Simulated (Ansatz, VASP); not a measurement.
# One calculation of CoSi2, two programs

File INCAR:

```
SYSTEM = CoSi2
PREC = Accurate ; ENCUT = 520
EDIFF = 1E-6 ; ISMEAR = 0
SIGMA = 0.15 ; LREAL = .False.
LASPH = .True. ; NELM = 80
ALGO = Normal ; ISIF = 2
LWAVE = .False. ; LCHARG = .False.
GGA = PS ; NBANDS = 16
```

File KPOINTS:

```
regular mesh
0
Gamma
  14 14 14
  0 0 0
```

The input POSCAR:

```
CoSi2
1.0
    0.0000000000      2.6343054433      2.6343054433
    2.6343054433      0.0000000000      2.6343054433
    2.6343054433      2.6343054433      0.0000000000
Co Si
1 2
Direct
    0.0120558520     -0.0120558520     -0.0120558520
    0.2373510795      0.2626489205      0.2626489205
    0.7373510795      0.7626489205      0.7626489205
```

Input for Ansatz:

```yaml
crystal:
  lattice:
    - [0.0, 2.6343054433, 2.6343054433]
    - [2.6343054433, 0.0, 2.6343054433]
    - [2.6343054433, 2.6343054433, 0.0]
  atoms:
    - { symbol: Co, position: [0.012055852, -0.012055852, -0.012055852] }
    - { symbol: Si, position: [0.2373510795, 0.2626489205, 0.2626489205] }
    - { symbol: Si, position: [0.7373510795, 0.7626489205, 0.7626489205] }
basis:
  ecutwfc: 520.0
kpoints:
  mp_grid: { grid: [14, 14, 14] }
hamiltonian:
  xc: pbesol
  pseudopotentials: { kind: paw, azcp: { folder: soft_1 } }
scf:
  occupations: { method: gaussian, width: 0.15 }
output:
  forces: true
  stress: true
  eigenvalues: true
```

Change from the starting cell: mode 4 frozen in at -0.067 Å, equal normal strain along x, y and z -0.0083.

Alike in both runs: task single point; functional PBEsol; k mesh 14 × 14 × 14; occupations gaussian, width 0.15 eV; no spin polarisation.

```csv
,VASP,Ansatz
version,VASP 6.6.1,Ansatz 0.2.0
potentials or method,"VASP PAW PBE potentials, release 64 (Co, Si), cutoff 520 eV","scalar-relativistic, plane waves, PAW"
valence electrons in the cell,17,25
```

```csv
,VASP,Ansatz,Ansatz less VASP
gap on the k mesh at the Fermi level (eV),none,none,-
pressure (GPa),6.8,6.7,-0.08
"traceless stress, the component that is largest in VASP (GPa)",-0.69,-0.66,+0.032
rms of the force components (eV/Å),0.740,0.731,-0.0088
```

VASP's potentials were made for PBE, not for PBEsol, and Ansatz warns of the same on its side. Atom by atom the forces differ by 0.009 eV/Å (rms over components). A gap of «none» marks a metal or a gap that the smearing closes. VASP's potentials hold 17 valence electrons a cell and Ansatz's 25, so a difference there can come from the potentials and not from the codes.
